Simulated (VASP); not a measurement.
MnH4, 5 atoms in the cell. It takes space group P4/mmm (No. 123, tetragonal). Conventional cell: a = 4.721 Å, b = 4.721 Å, c = 2.704 Å, α = 90.00°, β = 90.00°, γ = 90.00°. Within 2.6 Å of Mn (site symmetry 4/mmm) lie 4 H at 1.93 Å. Within 1.2 Å of H (site symmetry m2m) lie 1 H at 0.87 Å. 

- Program: VASP 6.6.1
- Task: single point
- Functional: PBE
- Potentials or basis: VASP PAW PBE potentials, release 64 (Mn_pv, H)
- Cutoff: 520 eV
- k mesh: 6 × 6 × 6
- Occupations: gaussian, width 0.1 eV
- Spin: collinear spin, ferromagnetic start
- Starting moments: [4.0, 0.0, 0.0, 0.0, 0.0] μB
- Dipole correction: no
- Further INCAR settings: ALGO = Normal; EDIFF = 1e-06; NBANDS = 20

Potentials or basis: VASP PAW PBE potentials, release 64 (Mn_pv, H).

Command:

```console
$ cat potpaw_PBE.64/Mn_pv/POTCAR potpaw_PBE.64/H/POTCAR > POTCAR
$ mpirun -np 1 vasp_std > vasp.out
```

Hardware: 1 thread of Intel(R) Xeon(R) 6975P-C (Granite Rapids) (shared host).

Problem. How long does it take, and how much memory?

Solution. Wall time 38 s on 1 thread of Intel(R) Xeon(R) 6975P-C (Granite Rapids), on a shared host, peak memory 0.22 GiB. Counts: scf iterations 16, k points 40.
